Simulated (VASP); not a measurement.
LaAgS2, 8 atoms in the cell. Symmetry: P4/nmm, No. 129, tetragonal system. The conventional cell has a = 3.935 Å, b = 3.935 Å, c = 12.529 Å, α = 90.00°, β = 90.00°, γ = 90.00°. Within 3.7 Å of Ag (site symmetry -4m2) lie 4 Ag at 2.78 Å and 4 S at 3.68 Å. La (site symmetry 4mm) has 8 S at 2.92 to 3.00 Å and 4 La at 3.94 Å within 4.0 Å. S (site symmetry 4mm) has 4 La at 2.92 Å and 4 Ag at 3.68 Å and 8 S at 3.72 to 3.94 Å within 4.0 Å. S (site symmetry -4m2) has 12 S at 2.78 to 3.94 Å and 4 La at 3.00 Å within 4.0 Å. 

| Quantity | Value |
| --- | --- |
| Program | VASP 6.6.1 |
| Task | single point |
| Functional | PBE |
| Potentials or basis | VASP PAW PBE potentials, release 64 (Ag, La, S) |
| Cutoff | 520 eV |
| k mesh | 5 × 5 × 2 |
| Occupations | tetrahedron |
| Spin | no spin polarisation |
| Dipole correction | no |
| Further INCAR settings | ALGO = Normal; EDIFF = 1e-07; NBANDS = 44 |

Potentials or basis: VASP PAW PBE potentials, release 64 (Ag, La, S).

Run with:

```console
$ cat potpaw_PBE.64/Ag/POTCAR potpaw_PBE.64/La/POTCAR potpaw_PBE.64/S/POTCAR > POTCAR
$ mpirun -np 1 vasp_std > vasp.out
```

Hardware: 1 thread of Intel(R) Xeon(R) Platinum 8488C (Sapphire Rapids), with other jobs on the host.

Problem. Estimate the wall time of this run.

Solution. Wall time 2.8 min on 1 thread of Intel(R) Xeon(R) Platinum 8488C (Sapphire Rapids), with other jobs on the host, peak memory 0.34 GiB. Counts: scf iterations 23, k points 12.
